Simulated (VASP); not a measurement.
A run of VASP 6.6.1:

Contents of INCAR:

```
SYSTEM = NiO
  ALGO = Normal
  EDIFF = 1E-6
  ENCUT = 520
  GGA = PE
  ISIF = 2
  ISMEAR = 0
  ISPIN = 2
  LASPH = .TRUE.
  LCHARG = .FALSE.
  LMAXMIX = 4
  LORBIT = 11
  LREAL = .FALSE.
  LWAVE = .FALSE.
  MAGMOM = 1.61 0.33
  NBANDS = 19
  NELM = 150
  PREC = Accurate
  SIGMA = 0.15
```

The input KPOINTS:

```
k-points
0
G
  20 20 20
  0 0 0
```

POSCAR

```
NiO
1.0
    0.0000000000      2.1958755000      2.0913100000
    2.1958755000      0.0000000000      2.0913100000
    2.1958755000      2.1958755000      0.0000000000
Ni O
1 1
Direct
    0.0000000000      0.0000000000      0.0000000000
    0.5000000000      0.5000000000      0.5000000000
```

Potentials or basis: VASP PAW PBE potentials, release 64 (Ni, O).

The run is started by

```sh
$ cat potpaw_PBE.64/Ni/POTCAR potpaw_PBE.64/O/POTCAR > POTCAR
$ mpirun -np 1 vasp_std > vasp.out
```

Hardware: 1 thread of Intel(R) Xeon(R) 6975P-C (Granite Rapids), with other jobs on the host.

Task: How long does it take, and how much memory?

Result: Run time: 2.6 min on 1 thread of Intel(R) Xeon(R) 6975P-C (Granite Rapids) (shared host), peak memory 0.45 GiB. Counts: scf iterations 16, k points 641.
